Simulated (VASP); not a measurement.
# Pt (Immm) in VASP: further runs, part 2 of 2

VASP 6.6.1. Earlier steps stand in the parts before.

## 4. Single point, PBE (strain +0.0525 x Voigt [0, 0, 0, 0, 0, 1])

The input, INCAR:

```
SYSTEM = Pt
ALGO     = Fast           ! electronic algorithm
EDIFF    = 1E-6           ! SCF threshold, eV
ENCUT    = 520            ! plane-wave cutoff, eV
GGA      = PE             ! functional
ISIF     = 2              ! what is computed and relaxed
ISMEAR   = 0              ! smearing method
LASPH    = .TRUE.         ! aspherical terms in the spheres
LCHARG   = .TRUE.         ! write CHGCAR
LELF     = .TRUE.         ! ELF
LREAL    = .FALSE.        ! projectors in reciprocal space
LVHAR    = .TRUE.       
LWAVE    = .FALSE.        ! write WAVECAR
NBANDS   = 11             ! bands
NELM     = 60             ! most SCF steps
PREC     = Accurate       ! precision mode
SIGMA    = 0.15           ! smearing width, eV
```

The input, KPOINTS:

```
k-points
0
G
  20 20 20
  0 0 0
```

The input, POSCAR:

```
Pt
1.0
    0.0513948750      1.9579000000      1.9579000000
    1.9579000000      0.0513948750      1.9579000000
    2.0092948750      2.0092948750      0.0000000000
Pt
1
Direct
    0.0000000000      0.0000000000      0.0000000000
```

Potentials or basis: VASP PAW PBE potentials, release 64 (Pt).

Run with:

```
cat potpaw_PBE.64/Pt/POTCAR > POTCAR
mpirun -np 1 vasp_std > vasp.out
```

OUTCAR:

```text
SYSTEM = Pt
   EDIFF = 1E-6
   ENCUT = 520
   GGA = PE
   ISIF = 2
   ISMEAR = 0
   LASPH = .TRUE.
   LREAL = .FALSE.
   NELM = 60
   PREC = Accurate

 ion  position               nearest neighbor table
   1  0.000  0.000  0.000-

  LATTYP: Found a body centered orthorhombic cell.
 ALAT       =     2.6962054045
 B/A-ratio  =     1.0539152760
 C/A-ratio  =     1.4523374196

  Lattice vectors:

 A1 = (   1.9579000000,   0.0513948750,  -1.9579000000)
 A2 = (  -1.9579000000,  -0.0513948750,  -1.9579000000)
 A3 = (   0.0513948750,   1.9579000000,   1.9579000000)

Analysis of symmetry for initial positions (statically):
=====================================================================
 Subroutine PRICEL returns:
 Original cell was already a primitive cell.

 Routine SETGRP: Setting up the symmetry group for a
 body centered orthorhombic supercell.

 Subroutine GETGRP returns: Found  8 space group operations
 (whereof  8 operations were pure point group operations)
 out of a pool of  8 trial point group operations.

The static configuration has the point symmetry D_2h.

[... 161 lines left out ...]

 val. band max:       11.3678124902   @ k =  -0.4000   0.5000   0.2500
 cond. band min:      11.3697684627   @ k =  -0.4000   0.1000   0.3000
 fundamental gap:      0.0019559724
 Fermi energy:        11.3689990265

 k-point     1 :       0.0000    0.0000    0.0000
  band No.  band energies     occupation
      1       1.0906      2.00000
      2       7.2391      2.00000
      3       7.4533      2.00000
      4       7.8793      2.00000
      5       9.7499      2.00000
      6       9.7760      2.00000
      7      25.9539      0.00000
      8      30.1664      0.00000
      9      31.0349      0.00000
     10      31.8765      0.00000
     11      36.3646      0.00000
[... 309 lines left out ...]
 k-point    24 :      -0.3500    0.0500    0.0000
  band No.  band energies     occupation
      1       4.1162      2.00000
      2       7.4072      2.00000
      3       7.9158      2.00000
      4       8.5754      2.00000
      5      10.4295      2.00000
      6      11.4199      0.63163
      7      20.9763      0.00000
      8      26.4007      0.00000
      9      31.0715      0.00000
     10      31.8715      0.00000
     11      36.5047      0.00000

 [... further k-points ...]
[... 5 lines left out ...]
  --------------------------------------------------------------------------------------
  -------------------------------------------------------------------------------------
  Total        1.1895213      1.1895213      0.9421812     -0.4525379      0.0000000      0.0000000
  in kB      127.0517476    127.0517476    100.6335703    -48.3351811      0.0000000      0.0000000
  external PRESSURE =     118.2456885 kB  Pullay stress =       0.0000000 kB

 VOLUME and BASIS-vectors are now :
 -----------------------------------------------------------------------------
  energy-cutoff  :      520.00
  volume of cell :       15.00
      direct lattice vectors                 reciprocal lattice vectors
     0.051394875  1.957900000  1.957900000    -0.262259982  0.262259982  0.255375658
     1.957900000  0.051394875  1.957900000     0.262259982 -0.262259982  0.255375658
     2.009294875  2.009294875  0.000000000     0.248843515  0.248843515 -0.255375658

 POSITION                                       TOTAL-FORCE (eV/Angst)
 -----------------------------------------------------------------------------------
      0.00000      0.00000      0.00000         0.000000      0.000000      0.000000
 -----------------------------------------------------------------------------------
    total drift:                               -0.000000      0.000000      0.000000

  FREE ENERGIE OF THE ION-ELECTRON SYSTEM (eV)
  ---------------------------------------------------
  free  energy   TOTEN  =        -6.0767959807 eV

  energy  without entropy=       -6.0583898699  energy(sigma->0) =       -6.06759293
```

OSZICAR:

```text
N       E                     dE             d eps       ncg     rms          rms(c)
DAV:   1     0.401423030229E+02    0.40142E+02   -0.53780E+03 26244   0.847E+02
DAV:   2    -0.584440479056E+01   -0.45987E+02   -0.44032E+02 29345   0.178E+02
DAV:   3    -0.644998327430E+01   -0.60558E+00   -0.60168E+00 30034   0.194E+01
DAV:   4    -0.645236733982E+01   -0.23841E-02   -0.23839E-02 29612   0.144E+00
DAV:   5    -0.645238624823E+01   -0.18908E-04   -0.18907E-04 30219   0.118E-01    0.132E+01
RMM:   6    -0.611949445312E+01    0.33289E+00   -0.32508E-01 25798   0.489E+00    0.700E+00
RMM:   7    -0.608022521422E+01    0.39269E-01   -0.71982E-02 27085   0.247E+00    0.251E+00
RMM:   8    -0.607704860118E+01    0.31766E-02   -0.85976E-03 27250   0.816E-01    0.574E-01
RMM:   9    -0.607677883144E+01    0.26977E-03   -0.85566E-04 29593   0.255E-01    0.580E-02
RMM:  10    -0.607679343728E+01   -0.14606E-04   -0.13112E-04 30676   0.873E-02    0.528E-02
RMM:  11    -0.607679580615E+01   -0.23689E-05   -0.19942E-05 30016   0.301E-02    0.707E-03
RMM:  12    -0.607679598067E+01   -0.17452E-06   -0.53004E-06 25419   0.170E-02
   1 F= -.60767960E+01 E0= -.60675929E+01  d E =-.184061E-01
```

stdout:

```text
POSCAR found type information on POSCAR Pt
 POSCAR found :  1 types and       1 ions
 scaLAPACK will be used
 LDA part: xc-table for (Slater+PW92), standard interpolation
 POSCAR, INCAR and KPOINTS ok, starting setup
 FFT: planning ... GRIDC
 FFT: planning ... GRID_SOFT
 FFT: planning ... GRID
 WAVECAR not read
 entering main loop
```

Wall time 58 s (1 thread of Intel Xeon 6975P-C (Granite Rapids), shared host); peak memory 0.31 GiB.

Results:

```
Free energy            : -6.0768 eV
Pressure               : 11.8 GPa
Band gap on the k mesh : zero (band 5 reaches 11.94 eV, above the bottom of band 6 at 9.57 eV)
```

Stress tensor (GPa, compression positive):
```
12.71 -4.83  0.00
-4.83 12.71  0.00
 0.00  0.00 10.06
```

Levels at points of the mesh, in eV from the Fermi level:
| k point | band 2 | band 3 | band 4 | band 5 | band 6 | band 7 | band 8 | band 9 |
| --- | --- | --- | --- | --- | --- | --- | --- | --- |
| (0.00, 0.00, 0.00) | -4.13 | -3.92 | -3.49 | -1.62 | -1.59 | 14.58 | 18.80 | 19.67 |
| (0.50, 0.00, 0.00) | -4.21 | -3.62 | -0.26 | -0.05 | 0.24 | 6.29 | 14.00 | 18.28 |
| (0.50, 0.50, 0.00) | -6.67 | 0.02 | 0.47 | 0.54 | 1.77 | 8.93 | 10.46 | 12.42 |
| (0.00, 0.00, 0.50) | -4.17 | -3.54 | -0.71 | -0.18 | 0.14 | 5.54 | 14.39 | 19.05 |
| (0.50, 0.00, 0.50) | -6.68 | -0.07 | 0.48 | 0.57 | 1.79 | 8.99 | 11.42 | 11.43 |

Caveat: the cell differs from its parent crystal (strain +0.0525 x Voigt [0, 0, 0, 0, 0, 1]); spin-orbit coupling is left out, which moves the levels of the heavy elements.

## 5. Single point, PBE (strain +0.0375 x Voigt [0, 0, 0, 0, 0, 1])

The input, INCAR:

```
SYSTEM = Pt
PREC = Accurate
ENCUT = 520
EDIFF = 1E-6
ISMEAR = 0
SIGMA = 0.15
LREAL = .False.
LASPH = .True.
NELM = 80
ALGO = Fast
ISIF = 2
LWAVE = .False.
LCHARG = .True.
GGA = PE
LELF = .True.
LVHAR = .True.
NBANDS = 11
```

The input, KPOINTS:

```
regular mesh
0
Gamma
  20 20 20
  0 0 0
```

The input, POSCAR:

```
Pt
1.0
    0.0367106250      1.9579000000      1.9579000000
    1.9579000000      0.0367106250      1.9579000000
    1.9946106250      1.9946106250      0.0000000000
Pt
1
Direct
    0.0000000000      0.0000000000      0.0000000000
```

Potentials or basis: VASP PAW PBE potentials, release 64 (Pt).

Run with:

```
cat potpaw_PBE.64/Pt/POTCAR > POTCAR
mpirun -np 1 vasp_std > vasp.out
```

OUTCAR:

```text
SYSTEM = Pt
   PREC = Accurate
   ENCUT = 520
   EDIFF = 1E-6
   ISMEAR = 0
   LREAL = .False.
   LASPH = .True.
   NELM = 80
   ISIF = 2
   GGA = PE

 ion  position               nearest neighbor table
   1  0.000  0.000  0.000-

  LATTYP: Found a body centered orthorhombic cell.
 ALAT       =     2.7169720700
 B/A-ratio  =     1.0382165605
 C/A-ratio  =     1.4412367515

  Lattice vectors:

 A1 = (   1.9579000000,   0.0367106250,  -1.9579000000)
 A2 = (  -1.9579000000,  -0.0367106250,  -1.9579000000)
 A3 = (   0.0367106250,   1.9579000000,   1.9579000000)

Analysis of symmetry for initial positions (statically):
=====================================================================
 Subroutine PRICEL returns:
 Original cell was already a primitive cell.

 Routine SETGRP: Setting up the symmetry group for a
 body centered orthorhombic supercell.

 Subroutine GETGRP returns: Found  8 space group operations
 (whereof  8 operations were pure point group operations)
 out of a pool of  8 trial point group operations.

The static configuration has the point symmetry D_2h.

Analysis of symmetry for dynamics (positions and initial velocities):
=====================================================================
 Subroutine PRICEL returns:
 Original cell was already a primitive cell.

 Routine SETGRP: Setting up the symmetry group for a
 body centered orthorhombic supercell.

 Subroutine GETGRP returns: Found  8 space group operations
 (whereof  8 operations were pure point group operations)
 out of a pool of  8 trial point group operations.

The dynamic configuration has the point symmetry D_2h.

 Subroutine INISYM returns: Found  8 space group operations
 (whereof  8 operations are pure point group operations),
 and found     1 'primitive' translations

----------------------------------------------------------------------------------------

                                     Primitive cell

  volume of cell :      15.0054

[... 108 lines left out ...]
  Fermi-wavevector in a.u.,A,eV,Ry     =   1.429964  2.702241 27.821169  2.044798
  Thomas-Fermi vector in A             =   2.549861
   LORBIT       =      0    0 simple, 1 ext, 2 COOP (PROOUT), +10 PAW based schemes
   GGA     = PE    functional components
   LHFCALC =     F    Hartree Fock is set to
   AEXX    =    0.0000 exact exchange contribution
   IVDW    =     0    specifies the selected vdW correction
   LEPSILON=     F    determine dielectric tensor
   LRPA    =     F    only Hartree local field effects (RPA)
 non-spin polarized calculation
 RMM-DIIS sequential band-by-band and
 Gauss-broadening in eV      SIGMA  =   0.15
  energy-cutoff  :      520.00
  volume of cell :       15.01
 maximum number of plane-waves:       416
 NGX is ok and might be reduce to    24
   NGX = 11   NGY = 11   NGZ = 11

 number of electron      10.0000000 magnetization

 Free energy of the ion-electron system (eV)
  ---------------------------------------------------
  ext. energy  EPLUGINS =         0.00000000
  ---------------------------------------------------
  free energy    TOTEN  =        -6.08292536 eV

  energy without entropy =       -6.06403251  energy(sigma->0) =       -6.07347894

 E-fermi :  11.3661     XC(G=0): -13.5193

 val. band max:       11.3654742823   @ k =  -0.4000   0.5000   0.2500
 cond. band min:      11.3666659857   @ k =  -0.3000   0.2000   0.1500
 fundamental gap:      0.0011917034
 Fermi energy:        11.3661398619

 k-point     1 :       0.0000    0.0000    0.0000
  band No.  band energies     occupation
      1       1.0883      2.00000
      2       7.3217      2.00000
      3       7.4952      2.00000
      4       7.7781      2.00000
      5       9.7315      2.00000
      6       9.7456      2.00000
      7      25.9673      0.00000
      8      30.3881      0.00000
      9      31.0054      0.00000
     10      31.6089      0.00000
     11      36.3504      0.00000
[... 309 lines left out ...]
 k-point    24 :      -0.3500    0.0500    0.0000
  band No.  band energies     occupation
      1       4.0853      2.00000
      2       7.4879      2.00000
      3       7.8293      2.00000
      4       8.5447      2.00000
      5      10.4667      2.00000
      6      11.3621      1.03067
      7      20.8381      0.00000
      8      26.4161      0.00000
      9      31.0297      0.00000
     10      32.0562      0.00000
     11      36.5768      0.00000

 [... further k-points ...]
[... 5 lines left out ...]
  --------------------------------------------------------------------------------------
  -------------------------------------------------------------------------------------
  Total        1.1119315      1.1119315      0.9835093     -0.3140636      0.0000000      0.0000000
  in kB      118.7243492    118.7243492    105.0123143    -33.5335359      0.0000000      0.0000000
  external PRESSURE =     114.1536709 kB  Pullay stress =       0.0000000 kB

 VOLUME and BASIS-vectors are now :
 -----------------------------------------------------------------------------
  energy-cutoff  :      520.00
  volume of cell :       15.01
      direct lattice vectors                 reciprocal lattice vectors
     0.036710625  1.957900000  1.957900000    -0.260255447  0.260255447  0.255375658
     1.957900000  0.036710625  1.957900000     0.260255447 -0.260255447  0.255375658
     1.994610625  1.994610625  0.000000000     0.250675492  0.250675492 -0.255375658

 POSITION                                       TOTAL-FORCE (eV/Angst)
 -----------------------------------------------------------------------------------
      0.00000      0.00000      0.00000        -0.000000     -0.000000      0.000000
 -----------------------------------------------------------------------------------
    total drift:                               -0.000000      0.000000     -0.000000

  FREE ENERGIE OF THE ION-ELECTRON SYSTEM (eV)
  ---------------------------------------------------
  free  energy   TOTEN  =        -6.0829253628 eV

  energy  without entropy=       -6.0640325141  energy(sigma->0) =       -6.07347894
```

OSZICAR:

```text
N       E                     dE             d eps       ncg     rms          rms(c)
DAV:   1     0.402007069816E+02    0.40201E+02   -0.53636E+03 26148   0.845E+02
DAV:   2    -0.584521254269E+01   -0.46046E+02   -0.44231E+02 29333   0.178E+02
DAV:   3    -0.645577371119E+01   -0.61056E+00   -0.60735E+00 30038   0.195E+01
DAV:   4    -0.645817830743E+01   -0.24046E-02   -0.24044E-02 29572   0.144E+00
DAV:   5    -0.645819750840E+01   -0.19201E-04   -0.19200E-04 30216   0.119E-01    0.131E+01
RMM:   6    -0.612543542683E+01    0.33276E+00   -0.32610E-01 25799   0.490E+00    0.698E+00
RMM:   7    -0.608633916846E+01    0.39096E-01   -0.71810E-02 27085   0.247E+00    0.251E+00
RMM:   8    -0.608317555082E+01    0.31636E-02   -0.85201E-03 27207   0.812E-01    0.574E-01
RMM:   9    -0.608290819563E+01    0.26736E-03   -0.84146E-04 29565   0.253E-01    0.538E-02
RMM:  10    -0.608292295092E+01   -0.14755E-04   -0.13000E-04 30666   0.865E-02    0.559E-02
RMM:  11    -0.608292505804E+01   -0.21071E-05   -0.18765E-05 29799   0.291E-02    0.754E-03
RMM:  12    -0.608292536285E+01   -0.30481E-06   -0.50948E-06 25319   0.167E-02
   1 F= -.60829254E+01 E0= -.60734789E+01  d E =-.188928E-01
```

stdout:

```text
POSCAR found type information on POSCAR Pt
 POSCAR found :  1 types and       1 ions
 scaLAPACK will be used
 LDA part: xc-table for (Slater+PW92), standard interpolation
 POSCAR, INCAR and KPOINTS ok, starting setup
 FFT: planning ... GRIDC
 FFT: planning ... GRID_SOFT
 FFT: planning ... GRID
 WAVECAR not read
 entering main loop
```

Run time: 57 s. Hardware: 1 thread of Intel Xeon 6975P-C (Granite Rapids), shared host; peak memory 0.31 GiB.

Results:

| Item | Value |
| --- | --- |
| Free energy | -6.0829 eV |
| Pressure | 11.4 GPa |
| Band gap on the k mesh | zero (band 5 reaches 11.90 eV, above the bottom of band 6 at 9.57 eV) |

Stress tensor (GPa, compression positive):
```
11.87 -3.35  0.00
-3.35 11.87  0.00
 0.00  0.00 10.50
```

Caveat: the cell differs from its parent crystal (strain +0.0375 x Voigt [0, 0, 0, 0, 0, 1]); spin-orbit coupling is left out, which moves the levels of the heavy elements.

## 6. Overview

```tsv
cell	further INCAR settings	gap on the mesh (eV)	pressure (GPa)
a = 2.769, b = 2.769, c = 2.727 Å, angles 60.5, 60.5, 61.0°, 1 atom	ALGO = Fast; EDIFF = 1e-07; NBANDS = 11	none	11.3
a = 2.769, b = 2.769, c = 2.790 Å, angles 59.8, 59.8, 59.5°, 1 atom	ALGO = Fast; EDIFF = 1e-06; NBANDS = 11	none	11.1
a = 2.769, b = 2.769, c = 2.842 Å, angles 59.1, 59.1, 58.3°, 1 atom	ALGO = Fast; EDIFF = 1e-06; NBANDS = 11	none	11.8
a = 2.769, b = 2.769, c = 2.821 Å, angles 59.4, 59.4, 58.8°, 1 atom	ALGO = Fast; EDIFF = 1e-06; NBANDS = 11	none	11.4
```

Alike in all rows: task single point; level PBE; potentials or basis VASP PAW PBE potentials, release 64 (Pt); no spin polarisation; k mesh 20 × 20 × 20; cutoff (eV) 520; smearing gaussian 0.15 eV.

Caveats: spin-orbit coupling is left out, which moves the levels of the heavy elements.

Total energies depend on the potentials used, so only differences within one code and one set of settings carry meaning.
